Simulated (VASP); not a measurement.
A run of VASP 6.6.1 is set up as follows.

Contents of INCAR:

```
SYSTEM = Li
  ALGO = Normal
  EDIFF = 1E-7
  ENCUT = 520
  GGA = PS
  ISIF = 2
  ISMEAR = -1
  LASPH = .True.
  LCHARG = .True.
  LELF = .True.
  LREAL = Auto
  LVHAR = .True.
  LWAVE = .False.
  NBANDS = 40
  NELM = 100
  PREC = Accurate
  SIGMA = 0.15
```

Contents of KPOINTS:

```
k-points
0
Gamma
  3 3 3
  0 0 0
```

File POSCAR:

```
Li
1.0
    6.9800000000      0.0000000000      0.0000000000
    0.0000000000      6.9800000000      0.0000000000
    0.0000000000      0.0000000000      6.9800000000
Li
17
Direct
   -0.0092755014     -0.0148733524     -0.0023044413
    0.4960479943     -0.0011124642      0.0203979943
    0.0162166189      0.5319081662     -0.0369816619
    0.0473756447     -0.0768491404      0.5899121777
    0.2148171920      0.2413869628      0.2482607450
    0.4521080229      0.5035550143      0.0125193410
    0.4732845272      0.0006763610      0.4893527221
    0.7434011461      0.3337792264      0.1470568768
   -0.0072765043      0.4897500000      0.5067170487
    0.2256034384      0.7473547278      0.2612553009
    0.2435303725      0.2423091691      0.7556563037
    0.4991110315      0.4670657593      0.4780244986
    0.7418138968      0.7354659026      0.2561070201
    0.7329002865      0.2427893983      0.7525027221
    0.3022810888      0.7220793696      0.7482464183
    0.7217958453      0.7360919771      0.7501488539
    0.8358216332      0.1035424069      0.3839746418
```

Potentials or basis: VASP PAW PBE potentials, release 64 (Li_sv).

Command:

```bash
$ cat potpaw_PBE.64/Li_sv/POTCAR > POTCAR
$ mpirun -np 1 vasp_std > vasp.out
```

Q: Predict the band gap on the k mesh.

A: Zero (an odd number of electrons rules out a gap without spin polarisation).

Q: Predict the largest force.

A: 0.015 eV/Å.

Forces on the atoms (eV/Å):
```
Li   0.001 -0.002 -0.001
Li  -0.001 -0.001 -0.006
Li  -0.010 -0.003  0.004
Li   0.004 -0.006 -0.003
Li  -0.003  0.000  0.004
Li  -0.001 -0.007  0.001
Li   0.001 -0.003  0.003
Li   0.004 -0.004  0.005
Li   0.000  0.004  0.001
Li   0.001  0.005 -0.007
Li  -0.005  0.010 -0.002
Li  -0.001 -0.001  0.004
Li   0.000 -0.003 -0.008
Li   0.000  0.004  0.002
Li   0.015  0.001 -0.003
Li  -0.005  0.006 -0.004
Li   0.001  0.001  0.010
```

Caveat: the PAW data sets were made with another functional, which shifts forces and pressure a little.
